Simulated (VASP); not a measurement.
A run of VASP 6.6.1 is set up as follows.

Contents of INCAR:

```
SYSTEM = InAs
PREC = Accurate
ENCUT = 520
EDIFF = 1E-6
ISMEAR = -1
SIGMA = 0.05
LREAL = .False.
LASPH = .True.
NELM = 80
ALGO = Normal
ISIF = 2
LWAVE = .False.
LCHARG = .True.
GGA = PE
LELF = .True.
LVHAR = .True.
NBANDS = 16
```

Contents of KPOINTS:

```
regular mesh
0
Gamma
  13 13 13
  0 0 0
```

POSCAR

```
InAs
1.0
    0.0000000000      3.0688598342      3.0688598342
    3.0688598342      0.0000000000      3.0688598342
    3.0688598342      3.0688598342      0.0000000000
In As
1 1
Direct
    0.0000000000      0.0000000000      0.0000000000
    0.2500000000      0.2500000000      0.2500000000
```

Potentials or basis: VASP PAW PBE potentials, release 64 (In_d, As).

The run is started by

```sh
$ cat potpaw_PBE.64/In_d/POTCAR potpaw_PBE.64/As/POTCAR > POTCAR
$ mpirun -np 1 vasp_std > vasp.out
```

Predict the band gap on the k mesh.

zero (filled and empty bands touch).

Predict the pressure.

1.3 GPa.

Caveat: semilocal functionals underestimate gaps, so a narrow gap can read as zero; spin-orbit coupling is left out, which moves the levels of the heavy elements.
